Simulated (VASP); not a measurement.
A run of VASP 6.6.1 is set up as follows.

Contents of INCAR:

```
SYSTEM = Si
PREC     = Accurate       ! precision mode
ENCUT    = 520            ! plane-wave cutoff, eV
EDIFF    = 1E-6           ! SCF threshold, eV
ISMEAR   = 0              ! smearing method
SIGMA    = 0.05           ! smearing width, eV
LREAL    = .False.        ! projectors in reciprocal space
LASPH    = .True.         ! aspherical terms in the spheres
NELM     = 150            ! most SCF steps
ALGO     = Normal         ! electronic algorithm
ISIF     = 2              ! what is computed and relaxed
LWAVE    = .False.        ! write WAVECAR
LCHARG   = .True.         ! write CHGCAR
ISPIN    = 2              ! spin polarisation
MAGMOM   = 0 0 0 0 2      ! initial moments
LORBIT   = 11             ! projections on sites
LDIPOL   = .True.       
IDIPOL   = 3            
DIPOL    = 0.5 0.5 0.303
GGA      = CA             ! functional
LELF     = .True.         ! ELF
LVHAR    = .True.       
LVACPOTAV= .True.       
NBANDS   = 22             ! bands
```

The input KPOINTS:

```
regular mesh
0
Gamma
  7 7 1
  0 0 0
```

File POSCAR:

```
Si
1.0
    3.8195065206      0.0000000000      0.0000000000
    0.0000000000      3.8195065206      0.0000000000
    0.0000000000      0.0000000000     21.0645252450
Si
5
Direct
    0.0000000000      0.5000000000      0.1898927203
    0.0000000000      0.0000000000      0.2540004780
    0.5000000000      0.0000000000      0.3202822601
    0.5000000000      0.5000000000      0.3828486591
    1.0000000000      1.0000000000      0.3686067051
```

Potentials or basis: VASP PAW LDA potentials, release 64 (Si).

The run is started by

```sh
$ cat potpaw_LDA.64/Si/POTCAR > POTCAR
$ mpirun -np 1 vasp_std > vasp.out
```

(1) Predict the net moment.

(2) What does it give for the band gap on the k mesh?

Results:

(1) 0.00 μB per cell.

(2) zero (filled and empty bands overlap).
